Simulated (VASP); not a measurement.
MgAl4CoO8:

```xyz
14
Lattice="0.0000 4.0403 4.0403 4.0403 0.0000 4.0403 4.0403 4.0403 0.0000" Properties=species:S:1:pos:R:3 pbc="T T T"
Co    4.0436    0.0066    4.0390
Mg    2.0237    2.0265    2.0186
Al    5.0491    5.0521    5.0439
Al    5.0490    3.0414    3.0336
Al    3.0387    3.0416    5.0442
Al    3.0385    5.0518    3.0336
O     3.1423    3.1452    3.1373
O     6.9598    5.1715    5.1634
O     4.9453    4.9483    3.1373
O     5.1687    6.9629    5.1634
O     3.1423    4.9482    4.9403
O     6.9595    6.9622    6.9550
O     4.9453    3.1453    4.9403
O     5.1682    5.1711    6.9542
```

Base run:

| Quantity | Value |
| --- | --- |
| Program | VASP 6.6.1 |
| Functional | PBEsol |
| Potentials or basis | VASP PAW PBE potentials, release 64 (Co, Mg, Al, O) |
| Cutoff | 600 eV |
| k mesh | 4 × 4 × 4 |
| Occupations | gaussian, width 0.05 eV |
| Spin | collinear spin, ferromagnetic start |
| Starting moments | [2.44, 0.0, 0.0, 0.0, 0.0, 0.0, 0.0, 0.05, 0.0, 0.05, 0.0, 0.05, 0.0, 0.05] μB |
| Hubbard terms | Co d U = 4.0 eV |

Its results: pressure 1.5 GPa; site moments Co +2.71; Mg +0.00; Al +0.00; O +0.00, +0.04 (each value once) μB; largest force 0.140 eV/Å.

Q: The run is repeated on the same cell with these changes: moments at the start from [2.44, 0.0, 0.0, 0.0, 0.0, 0.0, 0.0, 0.0 to [2.77, 0.0, 0.0, 0.0, 0.0, 0.0, 0.01, 0.; fixed moment from none to 3.3 μB. What comes out?

A: Pressure 2.5 GPa; site moments Co +2.80; Mg +0.00; Al +0.01; O +0.01, +0.06 (each value once) μB; largest force 0.281 eV/Å.

Caveats: the PAW data sets were made with another functional, which shifts forces and pressure a little; a cell with one magnetic atom can't hold antiferromagnetic order, which such compounds often take; the total moment is fixed, so each spin has its own Fermi level (at least some runs).
